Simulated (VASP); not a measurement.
Here is a VASP 6.6.1 calculation.

INCAR

```
SYSTEM = Nb
ALGO = Normal
EDIFF = 1E-7
ENCUT = 520
GGA = CA
ISIF = 2
ISMEAR = -1
LASPH = .TRUE.
LCHARG = .TRUE.
LELF = .TRUE.
LREAL = .FALSE.
LVHAR = .TRUE.
LWAVE = .FALSE.
NBANDS = 12
NELM = 100
PREC = Accurate
SIGMA = 0.05
```

KPOINTS

```
k-points
0
G
  17 17 17
  0 0 0
```

Contents of POSCAR:

```
Nb
1.0
    0.0000000000      2.0697390407      2.0697390407
    2.0697390407      0.0000000000      2.0697390407
    2.0697390407      2.0697390407      0.0000000000
Nb
1
Direct
    0.0000000000      0.0000000000      0.0000000000
```

Potentials or basis: VASP PAW LDA potentials, release 64 (Nb_sv).

Run with:

```bash
$ cat potpaw_LDA.64/Nb_sv/POTCAR > POTCAR
$ mpirun -np 1 vasp_std > vasp.out
```

Q: Predict the pressure.

A: -0.2 GPa.
